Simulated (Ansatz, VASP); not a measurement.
# ScGaS3 in VASP and in Ansatz

POSCAR

```
ScGaS3
1.0
    0.0000000000      4.6179932783      4.6179932783
    4.6179932783      0.0000000000      4.6179932783
    4.6179932783      4.6179932783      0.0000000000
Sc Ga S
2 2 6
Direct
    0.2500000000      0.2500000000      0.2500000000
    0.7500000000      0.7500000000      0.7500000000
    0.5000000000      0.5000000000      0.5000000000
    0.0000000000      0.0000000000      0.0000000000
    0.2500000000      0.2500000000      0.7500000000
    0.2500000000      0.7500000000      0.7500000000
    0.7500000000      0.7500000000      0.2500000000
    0.2500000000      0.7500000000      0.2500000000
    0.7500000000      0.2500000000      0.7500000000
    0.7500000000      0.2500000000      0.2500000000
```

The input INCAR.step1:

```
SYSTEM = ScGaS3
PREC = Accurate ; ENCUT = 520
ISMEAR = -1 ; SIGMA = 0.03
LREAL = .FALSE. ; LASPH = .TRUE.
NELM = 100 ; NBANDS = 53
GGA = PE ; ALGO = Normal
EDIFF = 1E-4 ; LWAVE = .TRUE.
LCHARG = .FALSE.
```

File INCAR.step2:

```
SYSTEM = ScGaS3
PREC = Accurate ; ENCUT = 520
EDIFF = 1E-6 ; ISMEAR = -1
SIGMA = 0.03 ; LREAL = .FALSE.
LASPH = .TRUE. ; NELM = 100
ALGO = Normal ; ISIF = 2
LWAVE = .FALSE. ; LCHARG = .FALSE.
METAGGA = R2SCAN ; LMIXTAU = .TRUE.
LUSE_VDW = .TRUE. ; IVDW_NL = 2
BPARAM = 11.95 ; CPARAM = 0.0093
NBANDS = 53 ; ISTART = 1
```

The input KPOINTS:

```
regular mesh
0
G
  6 6 6
  0 0 0
```

Input for Ansatz:

```yaml
crystal:
  lattice:
    - [0.0, 4.6179932783, 4.6179932783]
    - [4.6179932783, 0.0, 4.6179932783]
    - [4.6179932783, 4.6179932783, 0.0]
  atoms:
    - { symbol: Sc, position: [0.25, 0.25, 0.25] }
    - { symbol: Sc, position: [0.75, 0.75, 0.75] }
    - { symbol: Ga, position: [0.5, 0.5, 0.5] }
    - { symbol: Ga, position: [0.0, 0.0, 0.0] }
    - { symbol: S, position: [0.25, 0.25, 0.75] }
    - { symbol: S, position: [0.25, 0.75, 0.75] }
    - { symbol: S, position: [0.75, 0.75, 0.25] }
    - { symbol: S, position: [0.25, 0.75, 0.25] }
    - { symbol: S, position: [0.75, 0.25, 0.75] }
    - { symbol: S, position: [0.75, 0.25, 0.25] }
kpoints:
  mp_grid: { grid: [6, 6, 6] }
  band_path:
    path: [[0.0, 0.0, 0.0], [0.5, 0.0, 0.5], [0.5, 0.5, 1.0]]
    npoints: 1
hamiltonian:
  xc: r2scan
  dispersion: rvv10
scf:
  occupations: { method: fermi_dirac, width: 0.03 }
  n_extra_bands: 6
output:
  forces: true
  stress: true
  eigenvalues: true
  write_density: true
  write_potential: true
  elf: true
  volumetric_format: npy
```

Alike in both runs: task single point; functional r2SCAN; dispersion rVV10; k mesh 6 × 6 × 6; occupations fermi-dirac, width 0.03 eV; no spin polarisation.

|  | VASP | Ansatz |
| --- | --- | --- |
| version | VASP 6.6.1 | Ansatz 0.2.0 |
| potentials or method | VASP PAW PBE potentials, release 64 (Sc_sv, Ga_d, S) | plane waves, PAW |
| plane-wave cutoff (eV) | 520 | 500 |
| valence electrons in the cell | 84 | 84 |

Ansatz gave:

```
pressure (GPa) : 0.0
```

Problem. Which values does VASP return?

Solution. Pressure (GPa): 0.1.

VASP's potentials were made for PBE, not for r2SCAN.
